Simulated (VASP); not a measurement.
Here is a VASP 6.6.1 calculation.

INCAR

```
SYSTEM = SiC
ALGO     = Normal         ! electronic algorithm
EDIFF    = 1E-7           ! SCF threshold, eV
ENCUT    = 520            ! plane-wave cutoff, eV
GGA      = PE             ! functional
ISIF     = 2              ! what is computed and relaxed
ISMEAR   = 0              ! smearing method
LASPH    = .TRUE.         ! aspherical terms in the spheres
LCHARG   = .TRUE.         ! write CHGCAR
LELF     = .TRUE.         ! ELF
LREAL    = .FALSE.        ! projectors in reciprocal space
LVHAR    = .TRUE.       
LWAVE    = .FALSE.        ! write WAVECAR
NBANDS   = 26             ! bands
NELM     = 80             ! most SCF steps
PREC     = Accurate       ! precision mode
SIGMA    = 0.05           ! smearing width, eV
```

KPOINTS

```
k-points
0
G
  12 12 4
  0 0 0
```

File POSCAR:

```
SiC
1.0
    3.0940652517      0.0000000000      0.0000000000
   -1.5470326258      2.6795391090      0.0000000000
    0.0000000000      0.0000000000     10.1291708101
Si C
4 4
Direct
    0.6666666667      0.3333333333      0.9378436843
    0.3333333333      0.6666666667      0.4378436843
    0.0000000000      0.0000000000      0.6878989045
    0.0000000000      0.0000000000      0.1878989045
    0.6666666667      0.3333333333      0.7498087506
    0.3333333333      0.6666666667      0.2498087506
    0.0000000000      0.0000000000      0.5004476606
    0.0000000000      0.0000000000      0.0004476606
```

Potentials or basis: VASP PAW PBE potentials, release 64 (Si, C).

The run is started by

```sh
$ cat potpaw_PBE.64/Si/POTCAR potpaw_PBE.64/C/POTCAR > POTCAR
$ mpirun -np 1 vasp_std > vasp.out
```

(1) Predict the pressure.

(2) Estimate the band gap on the k mesh.

## Answers

(1) 0.0 GPa.

(2) 2.22 eV (least direct gap 3.34 eV).
